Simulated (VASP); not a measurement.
# K4CuPb (P6/mmm) in VASP: notebook

K4CuPb is run at these levels: PBE; tasks: single point.

All numbers are computed with VASP 6.6.1; they aren't measurements. Logs are shortened: lines on timing, memory, paths and dates and some standing lists are left out, and cuts for length are marked.

## 1. The cell of the first run

It takes space group P6/mmm (No. 191, hexagonal). Conventional cell: a = 5.896 Å, b = 5.896 Å, c = 6.427 Å, α = 90.00°, β = 90.00°, γ = 120.00°. Within 4.2 Å of K (site symmetry -6m2) lie 5 K at 3.21 to 3.40 Å and 3 Pb at 3.40 Å. Within 4.2 Å of K (site symmetry -6m2) lie 5 K at 3.21 to 3.40 Å and 3 Cu at 3.40 Å. Cu (site symmetry 6/mmm) has 2 Pb at 3.21 Å and 6 K at 3.40 Å within 4.2 Å. Within 4.2 Å of Pb (site symmetry 6/mmm) lie 2 Cu at 3.21 Å and 6 K at 3.40 Å.

The cell was built from a structure type or drawn by symmetry, and may not be a known phase.

## 2. Single point, PBE

File INCAR:

```
SYSTEM = K4CuPb
PREC = Accurate
ENCUT = 520
EDIFF = 1E-6
ISMEAR = 0
SIGMA = 0.1
LREAL = .FALSE.
LASPH = .TRUE.
NELM = 80
ALGO = Normal
ISIF = 2
LWAVE = .FALSE.
LCHARG = .TRUE.
GGA = PE
LELF = .TRUE.
LVHAR = .TRUE.
NBANDS = 40
```

File KPOINTS:

```
regular mesh
0
G
  3 3 4
  0 0 0
```

File POSCAR:

```
K4CuPb
1.0
    5.8962722700      0.0000000000      0.0000000000
   -2.9481361300      5.1063215700      0.0000000000
    0.0000000000      0.0000000000      6.4268004000
K Cu Pb
4 1 1
Direct
    0.3333333300      0.6666666700      0.0000000000
    0.6666666700      0.3333333300      0.0000000000
    0.3333333300      0.6666666700      0.5000000000
    0.6666666700      0.3333333300      0.5000000000
    0.0000000000      0.0000000000      0.5000000000
    0.0000000000      0.0000000000      0.0000000000
```

Potentials or basis: VASP PAW PBE potentials, release 64 (K_sv, Cu, Pb_d).

Command:

```console
$ cat potpaw_PBE.64/K_sv/POTCAR potpaw_PBE.64/Cu/POTCAR potpaw_PBE.64/Pb_d/POTCAR > POTCAR
$ mpirun -np 1 vasp_std > vasp.out
```

OUTCAR:

```text
SYSTEM = K4CuPb
   PREC = Accurate
   ENCUT = 520
   EDIFF = 1E-6
   ISMEAR = 0
   LREAL = .FALSE.
   LASPH = .TRUE.
   NELM = 80
   ISIF = 2
   GGA = PE

 ion  position               nearest neighbor table
   1  0.333  0.667  0.000-   3 3.21   3 3.21   2 3.40   6 3.40   2 3.40   6 3.40   6 3.40   2 3.40

   2  0.667  0.333  0.000-   4 3.21   4 3.21   1 3.40   6 3.40   1 3.40   6 3.40   6 3.40   1 3.40

   3  0.333  0.667  0.500-   1 3.21   1 3.21   4 3.40   4 3.40   4 3.40
   4  0.667  0.333  0.500-   2 3.21   2 3.21   3 3.40   3 3.40   3 3.40
   5  0.000  0.000  0.500-   6 3.21   6 3.21
   6  0.000  0.000  0.000-   5 3.21   5 3.21   1 3.40   2 3.40   1 3.40   2 3.40   2 3.40   1 3.40

  LATTYP: Found a hexagonal cell.
 ALAT       =     5.8962722700
 C/A-ratio  =     1.0899768711

  Lattice vectors:

 A1 = (   5.8962722700,   0.0000000000,   0.0000000000)
 A2 = (  -2.9481361300,   5.1063215700,   0.0000000000)
 A3 = (   0.0000000000,   0.0000000000,   6.4268004000)

Analysis of symmetry for initial positions (statically):
=====================================================================
 Subroutine PRICEL returns:
 Original cell was already a primitive cell.

 Routine SETGRP: Setting up the symmetry group for a
 hexagonal supercell.

 Subroutine GETGRP returns: Found 24 space group operations
 (whereof 24 operations were pure point group operations)
 out of a pool of 24 trial point group operations.

The static configuration has the point symmetry D_6h.

Analysis of symmetry for dynamics (positions and initial velocities):
=====================================================================
 Subroutine PRICEL returns:
 Original cell was already a primitive cell.

 Routine SETGRP: Setting up the symmetry group for a
 hexagonal supercell.

 Subroutine GETGRP returns: Found 24 space group operations
 (whereof 24 operations were pure point group operations)
 out of a pool of 24 trial point group operations.

The dynamic configuration has the point symmetry D_6h.

 Subroutine INISYM returns: Found 24 space group operations
 (whereof 24 operations are pure point group operations),
 and found     1 'primitive' translations

----------------------------------------------------------------------------------------

                                     Primitive cell

  volume of cell :     193.4998

  direct lattice vectors                    reciprocal lattice vectors
     5.896272270  0.000000000  0.000000000     0.169598681  0.097917844  0.000000000
    -2.948136130  5.106321570  0.000000000     0.000000000  0.195835688  0.000000000
     0.000000000  0.000000000  6.426800400     0.000000000  0.000000000  0.155598422

  length of vectors
     5.896272270  5.896272265  6.426800400     0.195835688  0.195835688  0.155598422

  position of ions in fractional coordinates (direct lattice)
     0.333333330  0.666666670  0.000000000
     0.666666670  0.333333330  0.000000000
     0.333333330  0.666666670  0.500000000
     0.666666670  0.333333330  0.500000000
     0.000000000  0.000000000  0.500000000
     0.000000000  0.000000000  0.000000000

  ion indices of the primitive-cell ions
   primitive index   ion index
                 1           1
                 2           2
                 3           3
                 4           4
                 5           5
                 6           6

----------------------------------------------------------------------------------------

 KPOINTS: regular mesh

Automatic generation of k-mesh.
 Grid dimensions read from file:
 generate k-points for:    3    3    4

 Generating k-lattice:

  Cartesian coordinates                     Fractional coordinates (reciprocal lattice)
     0.056532894  0.032639281  0.000000000     0.333333333  0.000000000  0.000000000
     0.000000000  0.065278563  0.000000000     0.000000000  0.333333333  0.000000000
     0.000000000  0.000000000  0.038899605     0.000000000  0.000000000  0.250000000

  Length of vectors
     0.065278563  0.065278563  0.038899605

  Shift w.r.t. Gamma in fractional coordinates (k-lattice)
     0.000000000  0.000000000  0.000000000

 Subroutine IBZKPT returns following result:
 ===========================================

 Found      9 irreducible k-points:

 Following reciprocal coordinates:
            Coordinates               Weight
  0.000000  0.000000  0.000000      1.000000
  0.333333 -0.000000  0.000000      6.000000
  0.333333  0.333333  0.000000      2.000000
  0.000000  0.000000  0.250000      2.000000
  0.333333 -0.000000  0.250000     12.000000
  0.333333  0.333333  0.250000      4.000000
  0.000000  0.000000  0.500000      1.000000
  0.333333 -0.000000  0.500000      6.000000
  0.333333  0.333333  0.500000      2.000000
   k-points           NKPTS =      9   k-points in BZ     NKDIM =      9   number of bands    NBANDS=     40
   number of dos      NEDOS =    301   number of ions     NIONS =      6
   total plane-waves  NPLWV = 110592
   dimension x,y,z NGX =    48 NGY =   48 NGZ =   48
   dimension x,y,z NGXF=    96 NGYF=   96 NGZF=   96
   ions per type =               4   1   1
   NGX,Y,Z   is equivalent  to a cutoff of  13.53, 13.53, 12.42 a.u.
   NGXF,Y,Z  is equivalent  to a cutoff of  27.07, 27.07, 24.83 a.u.
 SYSTEM =  K4CuPb
   PREC   = accura    normal or accurate (medium, high low for compatibility)
   ISTART =      0    job   : 0-new  1-cont  2-samecut
   ICHARG =      2    charge: 1-file 2-atom 10-const
   ISPIN  =      1    spin polarized calculation?
   LNONCOLLINEAR =      F non collinear calculations
   LSORBIT =      F    spin-orbit coupling
   LASPH  =      T    aspherical Exc in radial PAW
   ENCUT  =  520.0 eV  38.22 Ry    6.18 a.u.  10.96 10.96 11.95*2*pi/ulx,y,z
   NELM   =     80;   NELMIN=  2; NELMDL= -5     # of ELM steps
   EDIFF  = 0.1E-05   stopping-criterion for ELM
   LREAL  =      F    real-space projection
[... 7 lines left out ...]
   TEBEG  =    0.0;   TEEND  =   0.0 temperature during run
   PSTRESS=    0.0 pullay stress
   NELECT =      61.0000    total number of electrons
   NUPDOWN=      -1.0000    fix difference up-down
   EMIN   =  10.00;   EMAX   =-10.00  energy-range for DOS
   EFERMI =   0.00;   METHOD = LEGACY
   ISMEAR =     0;   SIGMA  =   0.10  broadening in eV -4-tet -1-fermi 0-gaus
   EFERMI_NEDOS =   21; number of points for ismear=-14 and -15
   IALGO  =     38    algorithm
   IMIX   =      4    mixing-type and parameters
     AMIX     =   0.40;   BMIX     =  1.00
     AMIX_MAG =   1.60;   BMIX_MAG =  1.00
  volume/ion in A,a.u.               =      32.25       217.63
  Fermi-wavevector in a.u.,A,eV,Ry     =   1.114187  2.105507 16.890434  1.241412
  Thomas-Fermi vector in A             =   2.250779
   LORBIT       =      0    0 simple, 1 ext, 2 COOP (PROOUT), +10 PAW based schemes
   GGA     = PE    functional components
   LHFCALC =     F    Hartree Fock is set to
   AEXX    =    0.0000 exact exchange contribution
   IVDW    =     0    specifies the selected vdW correction
   LEPSILON=     F    determine dielectric tensor
   LRPA    =     F    only Hartree local field effects (RPA)
 non-spin polarized calculation
 Gauss-broadening in eV      SIGMA  =   0.10
  energy-cutoff  :      520.00
  volume of cell :      193.50
 maximum number of plane-waves:      5232
 NGX is ok and might be reduce to    48
   NGX = 21   NGY = 21   NGZ = 23

 number of electron      60.9999987 magnetization

 Free energy of the ion-electron system (eV)
  ---------------------------------------------------
  ext. energy  EPLUGINS =         0.00000000
  ---------------------------------------------------
  free energy    TOTEN  =        -9.13112046 eV

  energy without entropy =       -9.12431023  energy(sigma->0) =       -9.12771534

 E-fermi :   2.8484     XC(G=0):  -8.2779

 val. band max:        2.8099943149   @ k =   0.3333   0.3333   0.5000
 cond. band min:       2.9430997536   @ k =   0.0000   0.0000   0.2500
 fundamental gap:      0.1331054386
 Fermi energy:         2.8484146684

 k-point     1 :       0.0000    0.0000    0.0000
  band No.  band energies     occupation
      1     -29.6282      2.00000
      2     -29.5280      2.00000
      3     -29.1109      2.00000
      4     -29.0099      2.00000
      5     -13.5657      2.00000
      6     -13.4970      2.00000
[... 32 lines left out ...]
     39       5.7171      0.00000
     40       6.2728      0.00000

 k-point     2 :       0.3333   -0.0000    0.0000
  band No.  band energies     occupation
      1     -29.6072      2.00000
      2     -29.5494      2.00000
      3     -29.0896      2.00000
      4     -29.0315      2.00000
      5     -13.5484      2.00000
      6     -13.4906      2.00000
[... 32 lines left out ...]
     39       6.3421      0.00000
     40       6.4307      0.00000

 k-point     3 :       0.3333    0.3333    0.0000
  band No.  band energies     occupation
      1     -29.5783      2.00000
      2     -29.5783      2.00000
      3     -29.0606      2.00000
      4     -29.0606      2.00000
      5     -13.5096      2.00000
      6     -13.5060      2.00000
[... 32 lines left out ...]
     39       5.7074      0.00000
     40       6.5140      0.00000

 k-point     4 :       0.0000    0.0000    0.2500
  band No.  band energies     occupation
      1     -29.6247      2.00000
      2     -29.5250      2.00000
      3     -29.1151      2.00000
      4     -29.0136      2.00000
      5     -13.4947      2.00000
      6     -13.4947      2.00000
[... 32 lines left out ...]
     39       6.2097      0.00000
     40       6.2573      0.00000

 k-point     5 :       0.3333   -0.0000    0.2500
  band No.  band energies     occupation
      1     -29.6038      2.00000
      2     -29.5462      2.00000
      3     -29.0937      2.00000
      4     -29.0353      2.00000
      5     -13.4898      2.00000
      6     -13.4637      2.00000
[... 32 lines left out ...]
     39       6.5054      0.00000
     40       6.7797      0.00000

 k-point     6 :       0.3333    0.3333    0.2500
  band No.  band energies     occupation
      1     -29.5751      2.00000
      2     -29.5751      2.00000
      3     -29.0645      2.00000
      4     -29.0645      2.00000
      5     -13.5086      2.00000
      6     -13.4481      2.00000
[... 32 lines left out ...]
     39       6.0580      0.00000
     40       6.7194      0.00000

 k-point     7 :       0.0000    0.0000    0.5000
  band No.  band energies     occupation
      1     -29.6211      2.00000
      2     -29.5218      2.00000
      3     -29.1194      2.00000
      4     -29.0173      2.00000
      5     -13.4924      2.00000
      6     -13.4924      2.00000
[... 32 lines left out ...]
     39       5.5018      0.00000
     40       6.4384      0.00000

 k-point     8 :       0.3333   -0.0000    0.5000
  band No.  band energies     occupation
      1     -29.6003      2.00000
      2     -29.5430      2.00000
      3     -29.0978      2.00000
      4     -29.0391      2.00000
      5     -13.4889      2.00000
      6     -13.4538      2.00000
[... 32 lines left out ...]
     39       6.7266      0.00000
     40       6.8991      0.00000

 k-point     9 :       0.3333    0.3333    0.5000
  band No.  band energies     occupation
      1     -29.5717      2.00000
      2     -29.5717      2.00000
      3     -29.0685      2.00000
      4     -29.0685      2.00000
      5     -13.5076      2.00000
      6     -13.4352      2.00000
[... 32 lines left out ...]
     39       6.6509      0.00000
     40       6.6898      0.00000

------------------------ aborting loop because EDIFF is reached ----------------------------------------

  FORCE on cell =-STRESS in cart. coord.  units (eV):
  Direction    XX          YY          ZZ          XY          YZ          ZX
  --------------------------------------------------------------------------------------
  -------------------------------------------------------------------------------------
  Total        6.1478529      6.1478529      1.2344646      0.0000000     -0.0000000      0.0000000
  in kB       50.9041922     50.9041921     10.2213607      0.0000000     -0.0000000      0.0000000
  external PRESSURE =      37.3432483 kB  Pullay stress =       0.0000000 kB

 VOLUME and BASIS-vectors are now :
 -----------------------------------------------------------------------------
  energy-cutoff  :      520.00
  volume of cell :      193.50
      direct lattice vectors                 reciprocal lattice vectors
     5.896272270  0.000000000  0.000000000     0.169598681  0.097917844  0.000000000
    -2.948136130  5.106321570  0.000000000     0.000000000  0.195835688  0.000000000
     0.000000000  0.000000000  6.426800400     0.000000000  0.000000000  0.155598422

 POSITION                                       TOTAL-FORCE (eV/Angst)
 -----------------------------------------------------------------------------------
     -0.00000      3.40421      0.00000         0.000000     -0.000000     -0.000000
      2.94814      1.70211      0.00000        -0.000000      0.000000      0.000000
     -0.00000      3.40421      3.21340         0.000000     -0.000000     -0.000000
      2.94814      1.70211      3.21340        -0.000000      0.000000      0.000000
      0.00000      0.00000      3.21340         0.000000      0.000000      0.000000
      0.00000      0.00000      0.00000         0.000000      0.000000      0.000000
 -----------------------------------------------------------------------------------
    total drift:                               -0.000000      0.000000     -0.000000

  FREE ENERGIE OF THE ION-ELECTRON SYSTEM (eV)
  ---------------------------------------------------
  free  energy   TOTEN  =        -9.1311204621 eV

  energy  without entropy=       -9.1243102264  energy(sigma->0) =       -9.12771534
```

Wall time 2.6 min (1 thread of Oxide Virtual Turin-like, shared host); peak memory 0.31 GiB.

What came out:

| Item | Value |
| --- | --- |
| Free energy | -9.1311 eV |
| Pressure | 3.7 GPa |
| Band gap on the k mesh | zero (an odd number of electrons rules out a gap without spin polarisation) |

Levels at points of the mesh, in eV from the Fermi level:
```csv
k point,band 27,band 28,band 29,band 30,band 31,band 32,band 33,band 34,band 35,band 36
"(0.00, 0.00, 0.00)",-2.23,-1.90,-1.12,-0.72,-0.72,0.78,1.75,1.75,2.17,2.17
"(0.00, 0.00, 0.50)",-2.28,-2.28,-0.32,-0.32,0.94,1.11,1.11,2.29,2.29,2.32
```

Caveat: the k points lie up to 0.41 Å⁻¹ apart, too coarse for converged energies and pressures of a metal; spin-orbit coupling is left out, which moves the levels of the heavy elements.

## 3. Single point, PBE

This run uses another cell than the first one, of 40.08 Å³/atom.

File INCAR:

```
  ALGO = Normal
  EDIFF = 1E-6
  ENCUT = 520
  GGA = PE
  ISIF = 2
  ISMEAR = 0
  LASPH = True
  LCHARG = False
  LREAL = False
  LWAVE = False
  NBANDS = 40
  NELM = 100
  PREC = Accurate
  SIGMA = 0.1
```

File KPOINTS:

```
k-points
0
Gamma
  3 3 4
```

File POSCAR:

```
K4CuPb
1.0
    6.4156573240     -0.0000000031      0.0000000000
   -3.2078286593      5.5561222261      0.0000000000
    0.0000000000      0.0000000000      6.7469049586
K Cu Pb
4 1 1
Direct
    0.3333333333      0.6666666667      0.0000000000
    0.6666666667      0.3333333333      0.0000000000
    0.3333333333      0.6666666667      0.5000000000
    0.6666666667      0.3333333333      0.5000000000
    0.0000000000      0.0000000000      0.5000000000
    0.0000000000      0.0000000000      0.0000000000
```

Potentials or basis: VASP PAW PBE potentials, release 64 (K_sv, Cu, Pb_d).

Command:

```console
$ cat potpaw_PBE.64/K_sv/POTCAR potpaw_PBE.64/Cu/POTCAR potpaw_PBE.64/Pb_d/POTCAR > POTCAR
$ mpirun -np 1 vasp_std > vasp.out
```

It took 1.7 min on 1 thread of Oxide Virtual Turin-like, shared host; peak memory 0.34 GiB.

The run converged. Its results:

| Quantity | Value |
| --- | --- |
| Free energy | -9.6634 eV |
| Pressure | 0.1 GPa |
| Band gap on the k mesh | zero (an odd number of electrons rules out a gap without spin polarisation) |

Levels at points of the mesh, in eV from the Fermi level:
```
           k point  band 28  band 29  band 30  band 31  band 32  band 33  band 34  band 35
(0.00, 0.00, 0.00)    -1.56    -0.69    -0.43    -0.43     0.45     2.04     2.04     2.27
(0.00, 0.00, 0.50)    -1.80    -0.11    -0.11     0.42     1.34     1.34     1.87     2.19
```

Caveat: the k points lie up to 0.38 Å⁻¹ apart, too coarse for converged energies and pressures of a metal; spin-orbit coupling is left out, which moves the levels of the heavy elements.

## 4. Single point, PBE

This run uses another cell than the first one, of 41.44 Å³/atom.

File INCAR:

```
  PREC = Accurate
  ENCUT = 520
  EDIFF = 1E-6
  ISMEAR = 0
  SIGMA = 0.1
  LREAL = False
  LASPH = True
  NELM = 80
  ALGO = Fast
  ISIF = 2
  LWAVE = False
  LCHARG = True
  GGA = PE
  LELF = True
  LVHAR = True
  NBANDS = 40
```

File KPOINTS:

```
Automatic mesh
0
Gamma
  6 6 6
```

Edit POSCAR of step 3 so:

```diff
@@ -2,5 +2,5 @@
 1.0
-    6.4156573240     -0.0000000031      0.0000000000
-   -3.2078286593      5.5561222261      0.0000000000
-    0.0000000000      0.0000000000      6.7469049586
+    6.4231144742      0.0000000000      0.0000000000
+   -3.2115572371      5.5625803060      0.0000000000
+    0.0000000000      0.0000000000      6.9590942773
 K Cu Pb
```

Command:

```console
$ cat potpaw_PBE.64/K_sv/POTCAR potpaw_PBE.64/Cu/POTCAR potpaw_PBE.64/Pb_d/POTCAR > POTCAR
$ mpirun -np 1 vasp_std > vasp.out
```

It took 16 min on 1 thread of Oxide Virtual Turin-like, shared host; peak memory 0.48 GiB.

It converged, with:

```
Free energy            : -9.6771 eV
Pressure               : -0.1 GPa
Band gap on the k mesh : zero (an odd number of electrons rules out a gap without spin polarisation)
```

Levels at points of the mesh, in eV from the Fermi level:
```
           k point  band 28  band 29  band 30  band 31  band 32  band 33  band 34  band 35
(0.00, 0.00, 0.00)    -1.54    -0.67    -0.36    -0.36     0.46     2.14     2.14     2.20
(0.50, 0.00, 0.00)    -1.70    -1.35    -0.62    -0.31     0.70     0.89     1.70     1.77
(0.00, 0.00, 0.50)    -1.73    -0.09    -0.09     0.35     1.37     1.37     1.84     2.13
(0.50, 0.00, 0.50)    -1.74    -1.07    -0.46    -0.07     1.13     1.14     1.55     2.50
```

Caveat: spin-orbit coupling is left out, which moves the levels of the heavy elements.

## 5. Summary

```csv
cell,k mesh,gap on the mesh (eV),pressure (GPa)
"a = 5.896, b = 5.896, c = 6.427 Å, angles 90.0, 90.0, 120.0°, 6 atoms",3 × 3 × 4,none,3.7
"a = 6.416, b = 6.416, c = 6.747 Å, angles 90.0, 90.0, 120.0°, 6 atoms",3 × 3 × 4,none,0.1
"a = 6.423, b = 6.423, c = 6.959 Å, angles 90.0, 90.0, 120.0°, 6 atoms",6 × 6 × 6,none,-0.1
```

Alike in all rows: task single point; level PBE; potentials or basis VASP PAW PBE potentials, release 64 (K_sv, Cu, Pb_d); no spin polarisation; cutoff (eV) 520; smearing gaussian 0.1 eV.

Caveats: some runs use coarse meshes; spin-orbit coupling is left out, which moves the levels of the heavy elements.

Total energies depend on the potentials used, so only differences within one code and one set of settings carry meaning.
